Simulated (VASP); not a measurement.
Write the native input for VASP 6.6.1 that does the following.

```yaml
Task: single point
Functional: PBEsol
Potentials_or_basis: VASP PAW PBE potentials, release 64 (As, Se)
Cutoff: 520 eV
k_mesh: 8 × 8 × 8
Occupations: gaussian, width 0.1 eV
Spin: no spin polarisation
Dipole_correction: no
Further_INCAR_settings: ALGO = Normal; EDIFF = 1e-06; NBANDS = 25
```

The structure of As2Se lies in POSCAR:

```
As2Se
1.0
   -3.4699913596      3.4699913596      2.6156402704
    3.4699913596     -3.4699913596      2.6156402704
    3.4699913596      3.4699913596     -2.6156402704
As Se
4 2
Direct
    0.8750000000      0.1250000000      0.7500000000
    0.3750000000      0.1250000000      0.2500000000
    0.8750000000      0.6250000000      0.7500000000
    0.8750000000      0.1250000000      0.2500000000
    0.5000000000      0.5000000000      0.0000000000
    0.2500000000      0.7500000000      0.5000000000
```

The input as run:

INCAR

```
PREC = Accurate ; ENCUT = 520
EDIFF = 1E-6 ; ISMEAR = 0
SIGMA = 0.1 ; LREAL = False
LASPH = True ; NELM = 80
ALGO = Normal ; ISIF = 2
LWAVE = False ; LCHARG = False
GGA = PS ; NBANDS = 25
```

KPOINTS

```
Automatic mesh
0
Gamma
  8 8 8
```

Potentials or basis: VASP PAW PBE potentials, release 64 (As, Se).

Run with:

```sh
$ cat potpaw_PBE.64/As/POTCAR potpaw_PBE.64/Se/POTCAR > POTCAR
$ mpirun -np 1 vasp_std > vasp.out
```

Results of the run:

- Pressure: 0.2 GPa
- Band gap on the k mesh: zero (band 16 reaches 5.46 eV, above the bottom of band 17 at 5.04 eV)

Caveat: the PAW data sets were made with another functional, which shifts forces and pressure a little.

Wall time 2.1 min on 1 thread of Intel(R) Xeon(R) Platinum 8559C (Emerald Rapids), with other jobs on the host, peak memory 0.34 GiB.
